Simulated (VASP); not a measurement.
# GaC3 (Pm-3m) in VASP: notebook

The runs below take GaC3 through single point, with PBEsol.

All numbers are computed with VASP 6.6.1; they aren't measurements. Logs are shortened: lines on timing, memory, paths and dates and some standing lists are left out, and cuts for length are marked.

**1. The cell of the first run**

It takes space group Pm-3m (No. 221, cubic). Conventional cell: a = 3.319 Å, b = 3.319 Å, c = 3.319 Å, α = 90.00°, β = 90.00°, γ = 90.00°. Ga (site symmetry m-3m) has 12 C at 2.35 Å within 3.1 Å. C (site symmetry 4/mmm) has 4 Ga at 2.35 Å and 8 C at 2.35 Å within 3.1 Å.

**2. Single point, PBEsol**

Input file INCAR:

```
SYSTEM = GaC3
ALGO = Normal
EDIFF = 1E-6
ENCUT = 520
GGA = PS
ISIF = 2
ISMEAR = 1
LASPH = .TRUE.
LCHARG = .TRUE.
LELF = .TRUE.
LREAL = .FALSE.
LVHAR = .TRUE.
LWAVE = .FALSE.
NBANDS = 20
NELM = 60
PREC = Accurate
SIGMA = 0.05
```

Input file KPOINTS:

```
k-points
0
G
  7 7 7
  0 0 0
```

Input file POSCAR:

```
GaC3
1.0
    3.3189480000      0.0000000000      0.0000000000
    0.0000000000      3.3189480000      0.0000000000
    0.0000000000      0.0000000000      3.3189480000
Ga C
1 3
Direct
    0.0000000000      0.0000000000      0.0000000000
    0.0000000000      0.5000000000      0.5000000000
    0.5000000000      0.0000000000      0.5000000000
    0.5000000000      0.5000000000      0.0000000000
```

Potentials or basis: VASP PAW PBE potentials, release 64 (Ga_d, C).

Launch:

```
cat potpaw_PBE.64/Ga_d/POTCAR potpaw_PBE.64/C/POTCAR > POTCAR
mpirun -np 1 vasp_std > vasp.out
```

OUTCAR:

```text
SYSTEM = GaC3
   EDIFF = 1E-6
   ENCUT = 520
   GGA = PS
   ISIF = 2
   ISMEAR = 1
   LASPH = .TRUE.
   LREAL = .FALSE.
   NELM = 60
   PREC = Accurate

 ion  position               nearest neighbor table
   1  0.000  0.000  0.000-   2 2.35   3 2.35   4 2.35   2 2.35   3 2.35   2 2.35   4 2.35   2 2.35
                             3 2.35   4 2.35   3 2.35   4 2.35
   2  0.000  0.500  0.500-   1 2.35   1 2.35   1 2.35   1 2.35
   3  0.500  0.000  0.500-   1 2.35   1 2.35   1 2.35   1 2.35
   4  0.500  0.500  0.000-   1 2.35   1 2.35   1 2.35   1 2.35

  LATTYP: Found a simple cubic cell.
 ALAT       =     3.3189480000

  Lattice vectors:

 A1 = (   3.3189480000,   0.0000000000,   0.0000000000)
 A2 = (   0.0000000000,   3.3189480000,   0.0000000000)
 A3 = (   0.0000000000,   0.0000000000,   3.3189480000)

Analysis of symmetry for initial positions (statically):
=====================================================================
 Subroutine PRICEL returns:
 Original cell was already a primitive cell.

 Routine SETGRP: Setting up the symmetry group for a
 simple cubic supercell.

 Subroutine GETGRP returns: Found 48 space group operations
 (whereof 48 operations were pure point group operations)
 out of a pool of 48 trial point group operations.

The static configuration has the point symmetry O_h .

Analysis of symmetry for dynamics (positions and initial velocities):
=====================================================================
 Subroutine PRICEL returns:
 Original cell was already a primitive cell.

 Routine SETGRP: Setting up the symmetry group for a
 simple cubic supercell.

 Subroutine GETGRP returns: Found 48 space group operations
 (whereof 48 operations were pure point group operations)
 out of a pool of 48 trial point group operations.

The dynamic configuration has the point symmetry O_h .

 Subroutine INISYM returns: Found 48 space group operations
 (whereof 48 operations are pure point group operations),
 and found     1 'primitive' translations

----------------------------------------------------------------------------------------

                                     Primitive cell

  volume of cell :      36.5596

  direct lattice vectors                    reciprocal lattice vectors
     3.318948000  0.000000000  0.000000000     0.301300292  0.000000000  0.000000000
     0.000000000  3.318948000  0.000000000     0.000000000  0.301300292  0.000000000
     0.000000000  0.000000000  3.318948000     0.000000000  0.000000000  0.301300292

  length of vectors
     3.318948000  3.318948000  3.318948000     0.301300292  0.301300292  0.301300292

  position of ions in fractional coordinates (direct lattice)
     0.000000000  0.000000000  0.000000000
     0.000000000  0.500000000  0.500000000
     0.500000000  0.000000000  0.500000000
     0.500000000  0.500000000  0.000000000

  ion indices of the primitive-cell ions
   primitive index   ion index
                 1           1
                 2           2
                 3           3
                 4           4

----------------------------------------------------------------------------------------

 KPOINTS: k-points

Automatic generation of k-mesh.
 Grid dimensions read from file:
 generate k-points for:    7    7    7

 Generating k-lattice:

  Cartesian coordinates                     Fractional coordinates (reciprocal lattice)
     0.043042899  0.000000000  0.000000000     0.142857143  0.000000000  0.000000000
     0.000000000  0.043042899  0.000000000     0.000000000  0.142857143  0.000000000
     0.000000000  0.000000000  0.043042899     0.000000000  0.000000000  0.142857143

  Length of vectors
     0.043042899  0.043042899  0.043042899

  Shift w.r.t. Gamma in fractional coordinates (k-lattice)
     0.000000000  0.000000000  0.000000000

 Subroutine IBZKPT returns following result:
 ===========================================

 Found     20 irreducible k-points:

 Following reciprocal coordinates:
            Coordinates               Weight
  0.000000  0.000000  0.000000      1.000000
  0.142857  0.000000  0.000000      6.000000
  0.285714  0.000000  0.000000      6.000000
  0.428571  0.000000  0.000000      6.000000
  0.142857  0.142857  0.000000     12.000000
  0.285714  0.142857  0.000000     24.000000
[... 12 lines left out ...]
  0.428571  0.428571  0.285714     24.000000
  0.428571  0.428571  0.428571      8.000000
   k-points           NKPTS =     20   k-points in BZ     NKDIM =     20   number of bands    NBANDS=     20
   number of dos      NEDOS =    301   number of ions     NIONS =      4
   total plane-waves  NPLWV =  21952
   dimension x,y,z NGX =    28 NGY =   28 NGZ =   28
   dimension x,y,z NGXF=    56 NGYF=   56 NGZF=   56
   ions per type =               1   3
   NGX,Y,Z   is equivalent  to a cutoff of  14.03, 14.03, 14.03 a.u.
   NGXF,Y,Z  is equivalent  to a cutoff of  28.05, 28.05, 28.05 a.u.
 SYSTEM =  GaC3
   PREC   = accura    normal or accurate (medium, high low for compatibility)
   ISTART =      0    job   : 0-new  1-cont  2-samecut
   ICHARG =      2    charge: 1-file 2-atom 10-const
   ISPIN  =      1    spin polarized calculation?
   LNONCOLLINEAR =      F non collinear calculations
   LSORBIT =      F    spin-orbit coupling
   LASPH  =      T    aspherical Exc in radial PAW
   ENCUT  =  520.0 eV  38.22 Ry    6.18 a.u.   6.17  6.17  6.17*2*pi/ulx,y,z
   NELM   =     60;   NELMIN=  2; NELMDL= -5     # of ELM steps
   EDIFF  = 0.1E-05   stopping-criterion for ELM
   LREAL  =      F    real-space projection
   EDIFFG = 0.1E-04   stopping-criterion for IOM
   NSW    =      0    number of steps for IOM
   IBRION =     -1    ionic relax: 0-MD 1-quasi-New 2-CG
   NFREE  =      0    steps in history (QN), initial steepest desc. (CG)
   ISIF   =      2    stress and relaxation
   ISYM   =      2    0-nonsym 1-usesym 2-fastsym
   POTIM  = 0.5000    time-step for ionic-motion
   TEBEG  =    0.0;   TEEND  =   0.0 temperature during run
   PSTRESS=    0.0 pullay stress
   NELECT =      25.0000    total number of electrons
   NUPDOWN=      -1.0000    fix difference up-down
   EMIN   =  10.00;   EMAX   =-10.00  energy-range for DOS
   EFERMI =   0.00;   METHOD = LEGACY
   ISMEAR =     1;   SIGMA  =   0.05  broadening in eV -4-tet -1-fermi 0-gaus
   EFERMI_NEDOS =   21; number of points for ismear=-14 and -15
   IALGO  =     38    algorithm
   IMIX   =      4    mixing-type and parameters
     AMIX     =   0.40;   BMIX     =  1.00
     AMIX_MAG =   1.60;   BMIX_MAG =  1.00
  volume/ion in A,a.u.               =       9.14        61.68
  Fermi-wavevector in a.u.,A,eV,Ry     =   1.442296  2.725544 28.303079  2.080218
  Thomas-Fermi vector in A             =   2.560832
   LORBIT       =      0    0 simple, 1 ext, 2 COOP (PROOUT), +10 PAW based schemes
   GGA     = PS    functional components
   LHFCALC =     F    Hartree Fock is set to
   AEXX    =    0.0000 exact exchange contribution
   IVDW    =     0    specifies the selected vdW correction
   LEPSILON=     F    determine dielectric tensor
   LRPA    =     F    only Hartree local field effects (RPA)
 non-spin polarized calculation
 Methfessel and Paxton  Order N= 1 SIGMA  =   0.05
  energy-cutoff  :      520.00
  volume of cell :       36.56
 maximum number of plane-waves:      1021
 NGX is ok and might be reduce to    28
   NGX = 13   NGY = 13   NGZ = 13

 number of electron      25.0000005 magnetization

 Free energy of the ion-electron system (eV)
  ---------------------------------------------------
  ext. energy  EPLUGINS =         0.00000000
  ---------------------------------------------------
  free energy    TOTEN  =       -19.65168585 eV

  energy without entropy =      -19.65077834  energy(sigma->0) =      -19.65138335

 E-fermi :   7.4116     XC(G=0): -12.6700

 val. band max:        7.3090329118   @ k =   0.2857   0.0000   0.0000
 cond. band min:       7.4232613726   @ k =   0.2857   0.1429   0.0000
 fundamental gap:      0.1142284608
 Fermi energy:         7.4116469809

 k-point     1 :       0.0000    0.0000    0.0000
  band No.  band energies     occupation
      1      -9.2604      2.00000
      2      -7.6407      2.00000
      3      -7.6407      2.00000
      4      -7.4307      2.00000
      5      -7.4307      2.00000
      6      -7.4307      2.00000
[... 12 lines left out ...]
     19      19.2614      0.00000
     20      19.2614      0.00000

 k-point     2 :       0.1429    0.0000    0.0000
  band No.  band energies     occupation
      1      -9.0198      2.00000
      2      -7.6323      2.00000
      3      -7.6214      2.00000
      4      -7.4503      2.00000
      5      -7.4503      2.00000
      6      -7.4297      2.00000
[... 12 lines left out ...]
     19      18.5667      0.00000
     20      19.5160      0.00000

 k-point     3 :       0.2857    0.0000    0.0000
  band No.  band energies     occupation
      1      -8.3258      2.00000
      2      -7.6135      2.00000
      3      -7.5573      2.00000
      4      -7.4935      2.00000
      5      -7.4935      2.00000
      6      -7.4275      2.00000
[... 12 lines left out ...]
     19      17.2295      0.00000
     20      18.2487      0.00000

 k-point     4 :       0.4286    0.0000    0.0000
  band No.  band energies     occupation
      1      -7.6908      2.00000
      2      -7.5983      2.00000
      3      -7.5274      2.00000
      4      -7.5274      2.00000
      5      -7.4258      2.00000
      6      -7.0320      2.00000
[... 12 lines left out ...]
     19      15.5788      0.00000
     20      17.4201      0.00000

 k-point     5 :       0.1429    0.1429    0.0000
  band No.  band energies     occupation
      1      -8.7842      2.00000
      2      -7.6198      2.00000
      3      -7.6065      2.00000
      4      -7.4655      2.00000
      5      -7.4514      2.00000
      6      -7.4462      2.00000
[... 12 lines left out ...]
     19      18.0760      0.00000
     20      18.6492      0.00000

 k-point     6 :       0.2857    0.1429    0.0000
  band No.  band energies     occupation
      1      -8.1302      2.00000
      2      -7.6030      2.00000
      3      -7.5656      2.00000
      4      -7.4913      2.00000
      5      -7.4454      2.00000
      6      -7.4445      2.00000
[... 12 lines left out ...]
     19      16.6405      0.00000
     20      17.3368      0.00000

 k-point     7 :       0.4286    0.1429    0.0000
  band No.  band energies     occupation
      1      -7.6701      2.00000
      2      -7.6041      2.00000
      3      -7.5688      2.00000
      4      -7.5243      2.00000
      5      -7.4430      2.00000
      6      -6.7479      2.00000
[... 12 lines left out ...]
     19      15.7224      0.00000
     20      16.4183      0.00000
[... 185 lines left out ...]
 k-point    16 :       0.4286    0.4286    0.1429
  band No.  band energies     occupation
      1      -7.8168      2.00000
      2      -7.5648      2.00000
      3      -7.5586      2.00000
      4      -7.5242      2.00000
      5      -7.3889      2.00000
      6      -4.6622      2.00000
[... 12 lines left out ...]
     19      15.9088      0.00000
     20      18.4758      0.00000

 k-point    17 :       0.2857    0.2857    0.2857
  band No.  band energies     occupation
      1      -7.7422      2.00000
      2      -7.5982      2.00000
      3      -7.5982      2.00000
      4      -7.4751      2.00000
      5      -7.4751      2.00000
      6      -6.1830      2.00000
[... 12 lines left out ...]
     19      15.3968      0.00000
     20      19.4679      0.00000

 k-point    18 :       0.4286    0.2857    0.2857
  band No.  band energies     occupation
      1      -7.7435      2.00000
      2      -7.6476      2.00000
      3      -7.6048      2.00000
      4      -7.4680      2.00000
      5      -7.4258      2.00000
      6      -5.0570      2.00000
[... 12 lines left out ...]
     19      17.1798      0.00000
     20      18.9030      0.00000

 k-point    19 :       0.4286    0.4286    0.2857
  band No.  band energies     occupation
      1      -7.7709      2.00000
      2      -7.6596      2.00000
      3      -7.6532      2.00000
      4      -7.4427      2.00000
      5      -7.3822      2.00000
      6      -3.9451      2.00000
[... 12 lines left out ...]
     19      18.5009      0.00000
     20      19.7557      0.00000

 k-point    20 :       0.4286    0.4286    0.4286
  band No.  band energies     occupation
      1      -7.7415      2.00000
      2      -7.7202      2.00000
      3      -7.7202      2.00000
      4      -7.3777      2.00000
      5      -7.3777      2.00000
      6      -2.8633      2.00000
[... 12 lines left out ...]
     19      20.0716      0.00000
     20      20.6794      0.00000

------------------------ aborting loop because EDIFF is reached ----------------------------------------

  FORCE on cell =-STRESS in cart. coord.  units (eV):
  Direction    XX          YY          ZZ          XY          YZ          ZX
  --------------------------------------------------------------------------------------
  -------------------------------------------------------------------------------------
  Total       -0.9495227     -0.9495227     -0.9495227      0.0000000     -0.0000000      0.0000000
  in kB      -41.6116148    -41.6116148    -41.6116148      0.0000000     -0.0000000      0.0000000
  external PRESSURE =     -41.6116148 kB  Pullay stress =       0.0000000 kB

 VOLUME and BASIS-vectors are now :
 -----------------------------------------------------------------------------
  energy-cutoff  :      520.00
  volume of cell :       36.56
      direct lattice vectors                 reciprocal lattice vectors
     3.318948000  0.000000000  0.000000000     0.301300292  0.000000000  0.000000000
     0.000000000  3.318948000  0.000000000     0.000000000  0.301300292  0.000000000
     0.000000000  0.000000000  3.318948000     0.000000000  0.000000000  0.301300292

 POSITION                                       TOTAL-FORCE (eV/Angst)
 -----------------------------------------------------------------------------------
      0.00000      0.00000      0.00000         0.000000      0.000000      0.000000
      0.00000      1.65947      1.65947         0.000000      0.000000      0.000000
      1.65947      0.00000      1.65947         0.000000      0.000000      0.000000
      1.65947      1.65947      0.00000         0.000000      0.000000      0.000000
 -----------------------------------------------------------------------------------
    total drift:                               -0.000000      0.000000     -0.000000

  FREE ENERGIE OF THE ION-ELECTRON SYSTEM (eV)
  ---------------------------------------------------
  free  energy   TOTEN  =       -19.6516858496 eV

  energy  without entropy=      -19.6507783377  energy(sigma->0) =      -19.65138335
```

Run time: 18 s. Hardware: 1 thread of AMD EPYC 7R13, shared host; peak memory 0.16 GiB.

What came out:

| Property | Result |
| --- | --- |
| Free energy | -19.6517 eV |
| Pressure | -4.2 GPa |

Caveat: the PAW data sets were made with another functional, which shifts forces and pressure a little.

[end of part 1 of 2]
